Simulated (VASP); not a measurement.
The system is SrSiH6.

```
Sr Si H
1.0
     3.19047    0.00000    0.00000
     0.00000    2.90724    3.74687
     0.00000   -2.90724    3.74687
Sr Si H
1 1 6
Cartesian
  1.5952 0.0000 4.2985
  0.0000 0.0000 7.2572
  0.0000 1.8092 4.6461
  0.0000 -1.8092 4.6461
  0.0000 0.0000 2.7511
  1.5952 1.8986 2.8078
  1.5952 -1.8986 2.8078
  1.5952 0.0000 0.7605
```

```yaml
Program: VASP 6.6.1
Task: relaxation of cell and atoms
Functional: r2SCAN
Dispersion: rVV10
Potentials_or_basis: VASP PAW PBE potentials, release 64 (Sr_sv, Si, H)
Cutoff: 600 eV
k_mesh: 8 × 6 × 6
Occupations: fermi-dirac, width 0.03 eV
Spin: no spin polarisation
```

At the start: pressure 0.9 GPa; volume 8.69 Å³/atom.

Problem. How do energy, volume and symmetry change on relaxing?

Solution. Over 16 steps the energy falls by 6.0 meV/atom and the volume is 9.08 Å³/atom (+4.5 %); space group Amm2 (No. 38, to 0.1 Å) before and after.

Step by step:
| step | energy change (eV) | largest force (eV/Å) | pressure (GPa) | volume (Å³) |
| --- | --- | --- | --- | --- |
| 1 | 0.0000 | 0.7402 | 0.91 | 69.51 |
| 2 | -0.0260 | 0.1422 | 1.32 | 70.01 |
| 3 | -0.0278 | 0.2014 | 1.49 | 70.17 |
| 4 | -0.0401 | 0.1058 | 0.58 | 71.26 |
| 5 | -0.0448 | 0.0849 | -0.40 | 72.53 |
| 6 | -0.0469 | 0.0563 | -0.18 | 72.51 |
| 7 | -0.0476 | 0.0730 | 0.05 | 72.49 |
| 8 | -0.0479 | 0.0356 | -0.05 | 72.53 |
| 9 | -0.0480 | 0.0307 | -0.05 | 72.53 |
| 10 | -0.0482 | 0.0175 | 0.03 | 72.50 |
| 11 | -0.0482 | 0.0171 | 0.08 | 72.48 |
| 12 | -0.0482 | 0.0154 | 0.08 | 72.48 |
| 13 | -0.0483 | 0.0103 | 0.02 | 72.55 |
| 14 | -0.0483 | 0.0130 | -0.04 | 72.63 |
| 15 | -0.0483 | 0.0101 | 0.00 | 72.64 |
| 16 | -0.0483 | 0.0081 | -0.01 | 72.64 |

Final structure:
```cif
data_structure
_symmetry_space_group_name_H-M 'P 1'
_symmetry_Int_Tables_number 1
_cell_length_a 3.2116
_cell_length_b 4.8183
_cell_length_c 4.8183
_cell_angle_alpha 76.966
_cell_angle_beta 90.000
_cell_angle_gamma 90.000
_cell_volume 72.64
loop_
_atom_site_label
_atom_site_type_symbol
_atom_site_fract_x
_atom_site_fract_y
_atom_site_fract_z
_atom_site_occupancy
Sr1 Sr 0.50000 0.57325 0.57325 1
Si1 Si 0.00000 0.97812 0.97812 1
H1 H 0.00000 0.92569 0.30553 1
H2 H 0.00000 0.30553 0.92569 1
H3 H 0.00000 0.36933 0.36933 1
H4 H 0.50000 0.70579 0.04552 1
H5 H 0.50000 0.04552 0.70579 1
H6 H 0.50000 0.09676 0.09676 1
```

Caveat: the PAW data sets were made with another functional, which shifts forces and pressure a little.
